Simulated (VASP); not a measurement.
# LiNbO3 (R3c) in VASP: a series of runs

LiNbO3 is run at these levels: PBE; tasks: single point.

Everything below comes from runs of VASP 6.6.1. Logs are shortened: lines on timing, memory, paths and dates and some standing lists are left out, and cuts for length are marked.

## Step 1: The cell of the first run

Symmetry: R3c, No. 161, trigonal system. Conventional cell: a = 5.355 Å, b = 5.355 Å, c = 14.006 Å, α = 90.00°, β = 90.00°, γ = 120.00°. Li (site symmetry 3) has 6 O at 2.14 to 2.30 Å within 2.8 Å. Nb (site symmetry 3) has 6 O at 1.93 to 2.20 Å within 2.6 Å. O (site symmetry 1) has 2 Nb at 1.93 to 2.20 Å and 2 Li at 2.14 to 2.30 Å within 2.6 Å.

## Step 2: Single point, PBE (volume 11.596 Å^3 an atom, c/a of the conventional cell 2.6153)

Contents of INCAR:

```
SYSTEM = LiNbO3
  PREC = Accurate
  ENCUT = 520
  EDIFF = 1E-6
  ISMEAR = 0
  SIGMA = 0.05
  LREAL = .FALSE.
  LASPH = .TRUE.
  NELM = 80
  ALGO = Normal
  ISIF = 2
  LWAVE = .FALSE.
  LCHARG = .TRUE.
  GGA = PE
  LELF = .TRUE.
  LVHAR = .TRUE.
  NBANDS = 45
```

Contents of KPOINTS:

```
regular mesh
0
G
  6 6 6
  0 0 0
```

Contents of POSCAR:

```
LiNbO3
1.0
    2.6777032331      1.5459726825      4.6686648437
   -2.6777032331      1.5459726825      4.6686648437
    0.0000000000     -3.0919453649      4.6686648438
Li Nb O
2 2 6
Direct
    0.2815913687      0.2815913687      0.2815913687
    0.7815913687      0.7815913687      0.7815913687
    0.0004900497      0.0004900497      0.0004900497
    0.5004900497      0.5004900497      0.5004900497
    0.1104619503      0.3580262714      0.7211003599
    0.7211003599      0.1104619503      0.3580262714
    0.3580262714      0.7211003599      0.1104619503
    0.2211003599      0.8580262714      0.6104619503
    0.8580262714      0.6104619503      0.2211003599
    0.6104619503      0.2211003599      0.8580262714
```

Potentials or basis: VASP PAW PBE potentials, release 64 (Li_sv, Nb_sv, O).

Launch:

```console
> cat potpaw_PBE.64/Li_sv/POTCAR potpaw_PBE.64/Nb_sv/POTCAR potpaw_PBE.64/O/POTCAR > POTCAR
> mpirun -np 1 vasp_std > vasp.out
```

OUTCAR:

```text
SYSTEM = LiNbO3
   PREC = Accurate
   ENCUT = 520
   EDIFF = 1E-6
   ISMEAR = 0
   LREAL = .FALSE.
   LASPH = .TRUE.
   NELM = 80
   ISIF = 2
   GGA = PE

 ion  position               nearest neighbor table
   1  0.282  0.282  0.282-   9 2.14   8 2.14  10 2.14
   2  0.782  0.782  0.782-   5 2.14   7 2.14   6 2.14
   3  0.000  0.000  0.000-   7 1.93   5 1.93   6 1.93  10 2.20   9 2.20   8 2.20
   4  0.500  0.500  0.500-   8 1.93   9 1.93  10 1.93   6 2.20   5 2.20   7 2.20
   5  0.110  0.358  0.721-   3 1.93   2 2.14   4 2.20
   6  0.721  0.110  0.358-   3 1.93   2 2.14   4 2.20
   7  0.358  0.721  0.110-   3 1.93   2 2.14   4 2.20
   8  0.221  0.858  0.610-   4 1.93   1 2.14   3 2.20
   9  0.858  0.610  0.221-   4 1.93   1 2.14   3 2.20
  10  0.610  0.221  0.858-   4 1.93   1 2.14   3 2.20

  LATTYP: Found a trigonal (rhomboedric) cell.
 ALAT       =     5.5996926311
 COS(alpha) =     0.5426733569

  Lattice vectors:

 A1 = (   2.6777032331,   1.5459726825,   4.6686648437)
 A2 = (  -2.6777032331,   1.5459726825,   4.6686648437)
 A3 = (   0.0000000000,  -3.0919453649,   4.6686648438)

Analysis of symmetry for initial positions (statically):
=====================================================================
 Subroutine PRICEL returns:
 Original cell was already a primitive cell.

 Routine SETGRP: Setting up the symmetry group for a
 trigonal (rhombohedral) supercell.

 Subroutine GETGRP returns: Found  6 space group operations
 (whereof  3 operations were pure point group operations)
 out of a pool of 12 trial point group operations.

The static configuration has the point symmetry C_3 .
 The point group associated with its full space group is C_3v.

Analysis of symmetry for dynamics (positions and initial velocities):
=====================================================================
 Subroutine PRICEL returns:
 Original cell was already a primitive cell.

 Routine SETGRP: Setting up the symmetry group for a
 trigonal (rhombohedral) supercell.

 Subroutine GETGRP returns: Found  6 space group operations
 (whereof  3 operations were pure point group operations)
 out of a pool of 12 trial point group operations.

The dynamic configuration has the point symmetry C_3 .
 The point group associated with its full space group is C_3v.

 Subroutine INISYM returns: Found  6 space group operations
 (whereof  3 operations are pure point group operations),
 and found     1 'primitive' translations

----------------------------------------------------------------------------------------

                                     Primitive cell

  volume of cell :     115.9600

  direct lattice vectors                    reciprocal lattice vectors
     2.677703233  1.545972682  4.668664844     0.186727190  0.107806993  0.071398000
    -2.677703233  1.545972682  4.668664844    -0.186727190  0.107806993  0.071398000
     0.000000000 -3.091945365  4.668664844     0.000000000 -0.215613987  0.071398000

  length of vectors
     5.599692631  5.599692631  5.599692631     0.227127862  0.227127862  0.227127862

  position of ions in fractional coordinates (direct lattice)
     0.281591369  0.281591369  0.281591369
     0.781591369  0.781591369  0.781591369
     0.000490050  0.000490050  0.000490050
     0.500490050  0.500490050  0.500490050
     0.110461950  0.358026271  0.721100360
     0.721100360  0.110461950  0.358026271
     0.358026271  0.721100360  0.110461950
     0.221100360  0.858026271  0.610461950
     0.858026271  0.610461950  0.221100360
     0.610461950  0.221100360  0.858026271

  ion indices of the primitive-cell ions
   primitive index   ion index
                 1           1
                 2           2
                 3           3
                 4           4
                 5           5
                 6           6
                 7           7
                 8           8
                 9           9
                10          10

----------------------------------------------------------------------------------------

 KPOINTS: regular mesh

Automatic generation of k-mesh.
 Grid dimensions read from file:
 generate k-points for:    6    6    6

 Generating k-lattice:

  Cartesian coordinates                     Fractional coordinates (reciprocal lattice)
     0.031121198  0.017967832  0.011899667     0.166666667  0.000000000  0.000000000
    -0.031121198  0.017967832  0.011899667     0.000000000  0.166666667  0.000000000
     0.000000000 -0.035935664  0.011899667     0.000000000  0.000000000  0.166666667

  Length of vectors
     0.037854644  0.037854644  0.037854644

  Shift w.r.t. Gamma in fractional coordinates (k-lattice)
     0.000000000  0.000000000  0.000000000

 Subroutine IBZKPT returns following result:
 ===========================================

 Found     32 irreducible k-points:

 Following reciprocal coordinates:
            Coordinates               Weight
  0.000000  0.000000  0.000000      1.000000
  0.166667  0.000000  0.000000      6.000000
  0.333333 -0.000000  0.000000      6.000000
  0.500000  0.000000  0.000000      3.000000
  0.166667  0.166667  0.000000      6.000000
  0.333333  0.166667  0.000000     12.000000
[... 16 lines left out ...]
  0.500000  0.500000  0.166667      6.000000
 -0.333333  0.500000  0.166667     12.000000
 [... further k-points ...]
   k-points           NKPTS =     32   k-points in BZ     NKDIM =     32   number of bands    NBANDS=     45
   number of dos      NEDOS =    301   number of ions     NIONS =     10
   total plane-waves  NPLWV =  74088
   dimension x,y,z NGX =    42 NGY =   42 NGZ =   42
   dimension x,y,z NGXF=    84 NGYF=   84 NGZF=   84
   ions per type =               2   2   6
   NGX,Y,Z   is equivalent  to a cutoff of  12.47, 12.47, 12.47 a.u.
   NGXF,Y,Z  is equivalent  to a cutoff of  24.94, 24.94, 24.94 a.u.
 SYSTEM =  LiNbO3
   PREC   = accura    normal or accurate (medium, high low for compatibility)
   ISTART =      0    job   : 0-new  1-cont  2-samecut
   ICHARG =      2    charge: 1-file 2-atom 10-const
   ISPIN  =      1    spin polarized calculation?
   LNONCOLLINEAR =      F non collinear calculations
   LSORBIT =      F    spin-orbit coupling
   LASPH  =      T    aspherical Exc in radial PAW
   ENCUT  =  520.0 eV  38.22 Ry    6.18 a.u.  10.41 10.41 10.41*2*pi/ulx,y,z
   NELM   =     80;   NELMIN=  2; NELMDL= -5     # of ELM steps
   EDIFF  = 0.1E-05   stopping-criterion for ELM
   LREAL  =      F    real-space projection
   EDIFFG = 0.1E-04   stopping-criterion for IOM
   NSW    =      0    number of steps for IOM
   IBRION =     -1    ionic relax: 0-MD 1-quasi-New 2-CG
   NFREE  =      0    steps in history (QN), initial steepest desc. (CG)
   ISIF   =      2    stress and relaxation
   ISYM   =      2    0-nonsym 1-usesym 2-fastsym
   POTIM  = 0.5000    time-step for ionic-motion
   TEBEG  =    0.0;   TEEND  =   0.0 temperature during run
   PSTRESS=    0.0 pullay stress
   NELECT =      68.0000    total number of electrons
   NUPDOWN=      -1.0000    fix difference up-down
   EMIN   =  10.00;   EMAX   =-10.00  energy-range for DOS
   EFERMI =   0.00;   METHOD = LEGACY
   ISMEAR =     0;   SIGMA  =   0.05  broadening in eV -4-tet -1-fermi 0-gaus
   EFERMI_NEDOS =   21; number of points for ismear=-14 and -15
   IALGO  =     38    algorithm
   IMIX   =      4    mixing-type and parameters
     AMIX     =   0.40;   BMIX     =  1.00
     AMIX_MAG =   1.60;   BMIX_MAG =  1.00
  volume/ion in A,a.u.               =      11.60        78.25
  Fermi-wavevector in a.u.,A,eV,Ry     =   1.370277  2.589448 25.547106  1.877659
  Thomas-Fermi vector in A             =   2.496078
   LORBIT       =      0    0 simple, 1 ext, 2 COOP (PROOUT), +10 PAW based schemes
   GGA     = PE    functional components
   LHFCALC =     F    Hartree Fock is set to
   AEXX    =    0.0000 exact exchange contribution
   IVDW    =     0    specifies the selected vdW correction
   LEPSILON=     F    determine dielectric tensor
   LRPA    =     F    only Hartree local field effects (RPA)
 non-spin polarized calculation
 Gauss-broadening in eV      SIGMA  =   0.05
  energy-cutoff  :      520.00
  volume of cell :      115.96
 maximum number of plane-waves:      3140
 NGX is ok and might be reduce to    42
   NGX = 21   NGY = 21   NGZ = 21

 number of electron      67.9999997 magnetization

 Free energy of the ion-electron system (eV)
  ---------------------------------------------------
  ext. energy  EPLUGINS =         0.00000000
  ---------------------------------------------------
  free energy    TOTEN  =       -79.72647922 eV

  energy without entropy =      -79.72647922  energy(sigma->0) =      -79.72647922

 E-fermi :   3.1180     XC(G=0): -10.3657

 val. band max:        2.8036831841   @ k =   0.1667   0.1667   0.1667
 cond. band min:       6.0428467284   @ k =   0.5000   0.3333  -0.0000
 fundamental gap:      3.2391635442
 Fermi energy:         3.1179548569

 k-point     1 :       0.0000    0.0000    0.0000
  band No.  band energies     occupation
      1     -51.7384      2.00000
      2     -51.7289      2.00000
      3     -40.0260      2.00000
      4     -40.0244      2.00000
      5     -27.8886      2.00000
      6     -27.8886      2.00000
[... 37 lines left out ...]
     44      11.7910      0.00000
     45      11.7927      0.00000

 k-point     2 :       0.1667    0.0000    0.0000
  band No.  band energies     occupation
      1     -51.7377      2.00000
      2     -51.7296      2.00000
      3     -40.0260      2.00000
      4     -40.0245      2.00000
      5     -27.8824      2.00000
      6     -27.8815      2.00000
[... 1048 lines left out ...]
 k-point    24 :      -0.3333    0.5000    0.1667
  band No.  band energies     occupation
      1     -51.7344      2.00000
      2     -51.7328      2.00000
      3     -40.0254      2.00000
      4     -40.0251      2.00000
      5     -27.8905      2.00000
      6     -27.8893      2.00000
[... 37 lines left out ...]
     44      11.4542      0.00000
     45      12.5778      0.00000

 [... further k-points ...]

------------------------ aborting loop because EDIFF is reached ----------------------------------------

  FORCE on cell =-STRESS in cart. coord.  units (eV):
  Direction    XX          YY          ZZ          XY          YZ          ZX
  --------------------------------------------------------------------------------------
  -------------------------------------------------------------------------------------
  Total      -10.0529623    -10.0529623     -5.1383826      0.0000000      0.0000000      0.0000000
  in kB     -138.8981399   -138.8981399    -70.9951717      0.0000000      0.0000000      0.0000000
  external PRESSURE =    -116.2638172 kB  Pullay stress =       0.0000000 kB

 VOLUME and BASIS-vectors are now :
 -----------------------------------------------------------------------------
  energy-cutoff  :      520.00
  volume of cell :      115.96
      direct lattice vectors                 reciprocal lattice vectors
     2.677703233  1.545972682  4.668664844     0.186727190  0.107806993  0.071398000
    -2.677703233  1.545972682  4.668664844    -0.186727190  0.107806993  0.071398000
     0.000000000 -3.091945365  4.668664844     0.000000000 -0.215613987  0.071398000

 POSITION                                       TOTAL-FORCE (eV/Angst)
 -----------------------------------------------------------------------------------
      0.00000      0.00000      3.94397        -0.000000     -0.000000     -0.032728
      0.00000      0.00000     10.94696        -0.000000     -0.000000     -0.032728
      0.00000      0.00000      0.00686        -0.000000      0.000000      0.580632
      0.00000      0.00000      7.00986        -0.000000      0.000000      0.580632
     -0.66290     -1.50533      5.55379         0.569930     -0.572131     -0.182635
      1.63511      0.17857      5.55379         0.210515      0.779640     -0.182635
     -0.97220      1.32676      5.55379        -0.780445     -0.207508     -0.182635
     -1.70550     -0.21921      7.88812         0.780445     -0.207508     -0.182635
      0.66290      1.58661      7.88812        -0.569930     -0.572131     -0.182635
      1.04259     -1.36740      7.88812        -0.210515      0.779640     -0.182635
 -----------------------------------------------------------------------------------
    total drift:                               -0.000000      0.000001      0.000105

  FREE ENERGIE OF THE ION-ELECTRON SYSTEM (eV)
  ---------------------------------------------------
  free  energy   TOTEN  =       -79.7264792250 eV

  energy  without entropy=      -79.7264792250  energy(sigma->0) =      -79.72647922
```

It took 2.7 min on 1 thread of Intel Xeon Platinum 8488C (Sapphire Rapids), shared host; peak memory 0.32 GiB.

What came out:

```
Free energy            : -79.7265 eV
Largest force          : 0.828 eV/Å
Band gap on the k mesh : 3.24 eV, indirect (least direct gap 3.29 eV)
```

Forces on the atoms (eV/Å):
```
Li   0.000  0.000 -0.033
Li   0.000  0.000 -0.033
Nb   0.000  0.000  0.581
Nb   0.000  0.000  0.581
O    0.570 -0.572 -0.183
O    0.211  0.780 -0.183
O   -0.780 -0.208 -0.183
O    0.780 -0.208 -0.183
O   -0.570 -0.572 -0.183
O   -0.211  0.780 -0.183
```

Caveat: the cutoff is under 1.25 times the usual one of these potentials, so pressure, stress and relaxed cells hold a basis-set (Pulay) error. A k mesh can miss the band edges.

(Part 1 of 3 ends here.)
